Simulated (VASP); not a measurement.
# ZnCu in VASP: notebook

The runs below take ZnCu through electric field gradients, with PBE.

Everything below comes from runs of VASP 6.6.1. Logs are shortened: lines on timing, memory, paths and dates and some standing lists are left out, and cuts for length are marked.

### 1 The cell of the first run

Symmetry: Cmmm, No. 65, orthorhombic system. Conventional cell: a = 4.123 Å, b = 4.207 Å, c = 2.945 Å, α = 90.00°, β = 90.00°, γ = 90.00°. Within 3.3 Å of Zn (site symmetry mmm) lie 8 Cu at 2.53 to 2.57 Å and 6 Zn at 2.94 to 2.95 Å. Cu (site symmetry mmm) has 8 Zn at 2.53 to 2.57 Å and 6 Cu at 2.94 to 2.95 Å within 3.3 Å.

### 2 Electric field gradients, PBE (xy shear strain of -2 %)

Contents of INCAR:

```
PREC = Accurate ; ENCUT = 520
EDIFF = 1E-8 ; ISMEAR = -1
SIGMA = 0.08 ; LREAL = False
LASPH = True ; NELM = 60
ALGO = Normal ; ISIF = 2
LWAVE = False ; LCHARG = False
GGA = PE ; LEFG = True
NBANDS = 18
```

Contents of KPOINTS:

```
regular mesh
0
Gamma
  14 14 14
```

Contents of POSCAR:

```
ZnCu
1.0
    2.9450000000     -0.0294500000      0.0000000000
   -0.0294500000      2.9450000000      0.0000000000
    0.0000000000      0.0000000000      2.9450000000
Zn Cu
1 1
Direct
    0.5000000000      0.5000000000      0.5000000000
    0.0000000000      0.0000000000      0.0000000000
```

Potentials or basis: VASP PAW PBE potentials, release 64 (Zn, Cu).

Launch:

```console
> cat potpaw_PBE.64/Zn/POTCAR potpaw_PBE.64/Cu/POTCAR > POTCAR
> mpirun -np 1 vasp_std > vasp.out
```

OUTCAR:

```text
PREC = Accurate
   ENCUT = 520
   EDIFF = 1E-8
   ISMEAR = -1
   LREAL = False
   LASPH = True
   NELM = 60
   ISIF = 2
   GGA = PE

 ion  position               nearest neighbor table
   1  0.500  0.500  0.500-   2 2.53   2 2.53   2 2.53   2 2.53   2 2.57   2 2.57   2 2.57   2 2.57

   2  0.000  0.000  0.000-   1 2.53   1 2.53   1 2.53   1 2.53   1 2.57   1 2.57   1 2.57   1 2.57

  LATTYP: Found a base centered orthorhombic cell.
 ALAT       =     4.1232103518
 B/A-ratio  =     1.0202020202
 C/A-ratio  =     0.7142492739

  Lattice vectors:

 A1 = (   2.9450000000,  -0.0294500000,   0.0000000000)
 A2 = (  -0.0294500000,   2.9450000000,   0.0000000000)
 A3 = (   0.0000000000,   0.0000000000,   2.9450000000)

Analysis of symmetry for initial positions (statically):
=====================================================================
 Subroutine PRICEL returns:
 Original cell was already a primitive cell.

 Routine SETGRP: Setting up the symmetry group for a
 base centered orthorhombic supercell.

 Subroutine GETGRP returns: Found  8 space group operations
 (whereof  8 operations were pure point group operations)
 out of a pool of  8 trial point group operations.

The static configuration has the point symmetry D_2h.

Analysis of symmetry for dynamics (positions and initial velocities):
=====================================================================
 Subroutine PRICEL returns:
 Original cell was already a primitive cell.

 Routine SETGRP: Setting up the symmetry group for a
 base centered orthorhombic supercell.

 Subroutine GETGRP returns: Found  8 space group operations
 (whereof  8 operations were pure point group operations)
 out of a pool of  8 trial point group operations.

The dynamic configuration has the point symmetry D_2h.

 Subroutine INISYM returns: Found  8 space group operations
 (whereof  8 operations are pure point group operations),
 and found     1 'primitive' translations

----------------------------------------------------------------------------------------

                                     Primitive cell

  volume of cell :      25.5395

  direct lattice vectors                    reciprocal lattice vectors
     2.945000000 -0.029450000  0.000000000     0.339592533  0.003395925  0.000000000
    -0.029450000  2.945000000  0.000000000     0.003395925  0.339592533  0.000000000
     0.000000000  0.000000000  2.945000000     0.000000000  0.000000000  0.339558574

  length of vectors
     2.945147246  2.945147246  2.945000000     0.339609512  0.339609512  0.339558574

  position of ions in fractional coordinates (direct lattice)
     0.500000000  0.500000000  0.500000000
     0.000000000  0.000000000  0.000000000

  ion indices of the primitive-cell ions
   primitive index   ion index
                 1           1
                 2           2

----------------------------------------------------------------------------------------

 KPOINTS: regular mesh

Automatic generation of k-mesh.
 Grid dimensions read from file:
 generate k-points for:   14   14   14

 Generating k-lattice:

  Cartesian coordinates                     Fractional coordinates (reciprocal lattice)
     0.024256610  0.000242566  0.000000000     0.071428571 -0.000000000  0.000000000
     0.000242566  0.024256610  0.000000000    -0.000000000  0.071428571  0.000000000
     0.000000000  0.000000000  0.024254184     0.000000000  0.000000000  0.071428571

  Length of vectors
     0.024257822  0.024257822  0.024254184

  Shift w.r.t. Gamma in fractional coordinates (k-lattice)
     0.000000000  0.000000000  0.000000000

 Subroutine IBZKPT returns following result:
 ===========================================

 Found    456 irreducible k-points:

 Following reciprocal coordinates:
            Coordinates               Weight
  0.000000  0.000000  0.000000      1.000000
  0.071429  0.000000  0.000000      4.000000
  0.142857  0.000000  0.000000      4.000000
  0.214286  0.000000  0.000000      4.000000
  0.285714  0.000000  0.000000      4.000000
  0.357143  0.000000  0.000000      4.000000
[... 16 lines left out ...]
  0.214286  0.142857  0.000000      4.000000
  0.285714  0.142857  0.000000      4.000000
 [... further k-points ...]
   k-points           NKPTS =    456   k-points in BZ     NKDIM =    456   number of bands    NBANDS=     18
   number of dos      NEDOS =    301   number of ions     NIONS =      2
   total plane-waves  NPLWV =  13824
   dimension x,y,z NGX =    24 NGY =   24 NGZ =   24
   dimension x,y,z NGXF=    48 NGYF=   48 NGZF=   48
   ions per type =               1   1
   NGX,Y,Z   is equivalent  to a cutoff of  13.55, 13.55, 13.55 a.u.
   NGXF,Y,Z  is equivalent  to a cutoff of  27.09, 27.09, 27.10 a.u.
 SYSTEM =  unknown system
   PREC   = accura    normal or accurate (medium, high low for compatibility)
   ISTART =      0    job   : 0-new  1-cont  2-samecut
   ICHARG =      2    charge: 1-file 2-atom 10-const
   ISPIN  =      1    spin polarized calculation?
   LNONCOLLINEAR =      F non collinear calculations
   LSORBIT =      F    spin-orbit coupling
   LASPH  =      T    aspherical Exc in radial PAW
   ENCUT  =  520.0 eV  38.22 Ry    6.18 a.u.   5.48  5.48  5.48*2*pi/ulx,y,z
   NELM   =     60;   NELMIN=  2; NELMDL= -5     # of ELM steps
   EDIFF  = 0.1E-07   stopping-criterion for ELM
   LREAL  =      F    real-space projection
   EDIFFG = 0.1E-06   stopping-criterion for IOM
   NSW    =      0    number of steps for IOM
   IBRION =     -1    ionic relax: 0-MD 1-quasi-New 2-CG
   NFREE  =      0    steps in history (QN), initial steepest desc. (CG)
   ISIF   =      2    stress and relaxation
   ISYM   =      2    0-nonsym 1-usesym 2-fastsym
   POTIM  = 0.5000    time-step for ionic-motion
   TEBEG  =    0.0;   TEEND  =   0.0 temperature during run
   PSTRESS=    0.0 pullay stress
   NELECT =      23.0000    total number of electrons
   NUPDOWN=      -1.0000    fix difference up-down
   EMIN   =  10.00;   EMAX   =-10.00  energy-range for DOS
   EFERMI =   0.00;   METHOD = LEGACY
   ISMEAR =    -1;   SIGMA  =   0.08  broadening in eV -4-tet -1-fermi 0-gaus
   EFERMI_NEDOS =   21; number of points for ismear=-14 and -15
   IALGO  =     38    algorithm
   IMIX   =      4    mixing-type and parameters
     AMIX     =   0.40;   BMIX     =  1.00
     AMIX_MAG =   1.60;   BMIX_MAG =  1.00
  volume/ion in A,a.u.               =      12.77        86.17
  Fermi-wavevector in a.u.,A,eV,Ry     =   1.580932  2.987529 34.005682  2.499347
  Thomas-Fermi vector in A             =   2.681085
   LORBIT       =      0    0 simple, 1 ext, 2 COOP (PROOUT), +10 PAW based schemes
   GGA     = PE    functional components
   LHFCALC =     F    Hartree Fock is set to
   AEXX    =    0.0000 exact exchange contribution
   IVDW    =     0    specifies the selected vdW correction
   LEPSILON=     F    determine dielectric tensor
   LRPA    =     F    only Hartree local field effects (RPA)
 non-spin polarized calculation
  energy-cutoff  :      520.00
  volume of cell :       25.54
 maximum number of plane-waves:       715
 NGX is ok and might be reduce to    24
   NGX = 11   NGY = 11   NGZ = 11

 number of electron      23.0000004 magnetization

 Free energy of the ion-electron system (eV)
  ---------------------------------------------------
  ext. energy  EPLUGINS =         0.00000000
  ---------------------------------------------------
  free energy    TOTEN  =        -5.01212917 eV

  energy without entropy =       -5.00327090  energy(sigma->0) =       -5.00770004

 E-fermi :   5.5589     XC(G=0): -12.4022

 val. band max:        5.5415577066   @ k =  -0.3571   0.2143   0.4286
 cond. band min:       5.5694468475   @ k =   0.4286   0.2857   0.2857
 fundamental gap:      0.0278891410
 Fermi energy:         5.5588602617

 k-point     1 :       0.0000    0.0000    0.0000
  band No.  band energies     occupation
      1      -4.7966      2.00000
      2      -2.3083      2.00000
      3      -2.3072      2.00000
      4      -1.6307      2.00000
      5      -1.6133      2.00000
      6      -1.5955      2.00000
[... 10 lines left out ...]
     17      17.8291      0.00000
     18      28.5990      0.00000

 k-point     2 :       0.0714    0.0000    0.0000
  band No.  band energies     occupation
      1      -4.7041      2.00000
      2      -2.2974      2.00000
      3      -2.2875      2.00000
      4      -1.6333      2.00000
      5      -1.6215      2.00000
      6      -1.5970      2.00000
[... 10 lines left out ...]
     17      18.4592      0.00000
     18      27.5871      0.00000

 k-point     3 :       0.1429    0.0000    0.0000
  band No.  band energies     occupation
      1      -4.4297      2.00000
      2      -2.2671      2.00000
      3      -2.2294      2.00000
      4      -1.6489      2.00000
      5      -1.6442      2.00000
      6      -1.5928      2.00000
[... 10 lines left out ...]
     17      20.5244      0.00000
     18      25.8390      0.00000

 k-point     4 :       0.2143    0.0000    0.0000
  band No.  band energies     occupation
      1      -3.9850      2.00000
      2      -2.2228      2.00000
      3      -2.1355      2.00000
      4      -1.6788      2.00000
      5      -1.6768      2.00000
      6      -1.5791      2.00000
[... 375 lines left out ...]
      4      -1.6711      2.00000
      5      -1.6431      2.00000
      6      -1.6222      2.00000
[... 10 lines left out ...]
     17      21.2932      0.00000
     18      22.8436      0.00000

 k-point    23 :       0.2143    0.1429    0.0000
  band No.  band energies     occupation
      1      -3.6227      2.00000
      2      -2.1695      2.00000
      3      -2.0828      2.00000
      4      -1.6932      2.00000
      5      -1.6776      2.00000
      6      -1.6170      2.00000
[... 10 lines left out ...]
     17      21.0902      0.00000
     18      23.5998      0.00000

 k-point    24 :       0.2857    0.1429    0.0000
  band No.  band energies     occupation
      1      -3.0787      2.00000
      2      -2.1252      2.00000
      3      -1.9747      2.00000
      4      -1.7192      2.00000
      5      -1.6683      2.00000
      6      -1.6094      2.00000
[... 10 lines left out ...]
     17      21.6526      0.00000
     18      22.7072      0.00000

 [... further k-points ...]

------------------------ aborting loop because EDIFF is reached ----------------------------------------

  FORCE on cell =-STRESS in cart. coord.  units (eV):
  Direction    XX          YY          ZZ          XY          YZ          ZX
  --------------------------------------------------------------------------------------
  -------------------------------------------------------------------------------------
  Total        0.4606716      0.4606716      0.4661908      0.3096257      0.0000000      0.0000000
  in kB       28.8994513     28.8994513     29.2456864     19.4238440      0.0000000      0.0000000
  external PRESSURE =      29.0148630 kB  Pullay stress =       0.0000000 kB

 VOLUME and BASIS-vectors are now :
 -----------------------------------------------------------------------------
  energy-cutoff  :      520.00
  volume of cell :       25.54
      direct lattice vectors                 reciprocal lattice vectors
     2.945000000 -0.029450000  0.000000000     0.339592533  0.003395925  0.000000000
    -0.029450000  2.945000000  0.000000000     0.003395925  0.339592533  0.000000000
     0.000000000  0.000000000  2.945000000     0.000000000  0.000000000  0.339558574

 POSITION                                       TOTAL-FORCE (eV/Angst)
 -----------------------------------------------------------------------------------
      1.45777      1.45777      1.47250        -0.000000      0.000000      0.000000
      0.00000      0.00000      0.00000         0.000000      0.000000      0.000000
 -----------------------------------------------------------------------------------
    total drift:                                0.000000      0.000000     -0.000000

  FREE ENERGIE OF THE ION-ELECTRON SYSTEM (eV)
  ---------------------------------------------------
  free  energy   TOTEN  =        -5.0121291696 eV

  energy  without entropy=       -5.0032709037  energy(sigma->0) =       -5.00770004

 Electric field gradients (V/A^2)
---------------------------------------------------------------------
 ion       V_xx      V_yy      V_zz      V_xy      V_xz      V_yz
---------------------------------------------------------------------
   1       0.042     0.042    -0.084    -3.743     0.000    -0.000
   2       0.038     0.038    -0.076    -2.453     0.000    -0.000
---------------------------------------------------------------------

 Electric field gradients after diagonalization (V/A^2)
 (convention: |V_zz| > |V_xx| > |V_yy|)
----------------------------------------------------------------------
 ion       V_xx      V_yy      V_zz     asymmetry (V_yy - V_xx)/ V_zz
----------------------------------------------------------------------
   1      -3.701    -0.084     3.785       0.956
   2      -2.415    -0.076     2.491       0.939
----------------------------------------------------------------------

           NMR quadrupolar parameters

 Cq : quadrupolar parameter    Cq=e*Q*V_zz/h
 eta: asymmetry parameters     (V_yy - V_xx)/ V_zz
 Q  : nuclear electric quadrupole moment in mb (millibarn)
----------------------------------------------------------------------
 ion       Cq(MHz)       eta       Q (mb)
----------------------------------------------------------------------
   1       0.009       0.956       1.000
   2       0.006       0.939       1.000
----------------------------------------------------------------------
```

Wall time 3.8 min (1 thread of Intel Xeon 8259CL, shared host); peak memory 0.32 GiB.

What came out:

```
Free energy                             : -5.0121 eV
Pressure                                : 2.9 GPa
Band gap on the k mesh                  : zero (an odd number of electrons rules out a gap without spin polarisation)
Largest electric field gradient by atom : Zn +3.8; Cu +2.5 V/Å²
```

Stress tensor (GPa, compression positive):
```
2.89 1.94 0.00
1.94 2.89 0.00
0.00 0.00 2.92
```

Levels at points of the mesh, in eV from the Fermi level:
| k point | band 9 | band 10 | band 11 | band 12 | band 13 | band 14 | band 15 | band 16 |
| --- | --- | --- | --- | --- | --- | --- | --- | --- |
| (0.00, 0.00, 0.00) | -2.75 | -2.75 | -2.75 | 6.15 | 6.21 | 6.29 | 11.24 | 11.24 |
| (0.50, 0.00, 0.00) | -3.30 | -3.30 | -2.83 | -2.03 | 11.66 | 11.70 | 12.25 | 12.33 |
| (0.50, 0.50, 0.00) | -2.90 | -2.52 | -2.04 | -1.77 | 1.64 | 2.19 | 13.89 | 15.37 |
| (0.00, 0.00, 0.50) | -3.32 | -3.28 | -2.83 | -2.03 | 11.68 | 11.72 | 12.30 | 12.36 |
| (0.50, 0.00, 0.50) | -2.90 | -2.52 | -1.90 | -1.90 | 1.74 | 2.09 | 13.85 | 15.27 |
| (0.50, 0.50, 0.50) | -2.50 | -2.50 | 3.75 | 4.18 | 4.37 | 4.42 | 4.47 | 4.47 |

Electric field gradients, principal values (V/Å²):
```csv
atom,least,middle,greatest (by size)
1 Zn,-0.084,-3.701,3.785
2 Cu,-0.076,-2.415,2.491
```

Caveat: the cell differs from its parent crystal (xy shear strain of -2 %); without QUAD_EFG the Cq values of the log hold for a quadrupole moment of 1 mb, not for the nuclei.

[end of part 1 of 2]

The gap in the log of VASP goes by the Fermi energy; the results here count the filled bands.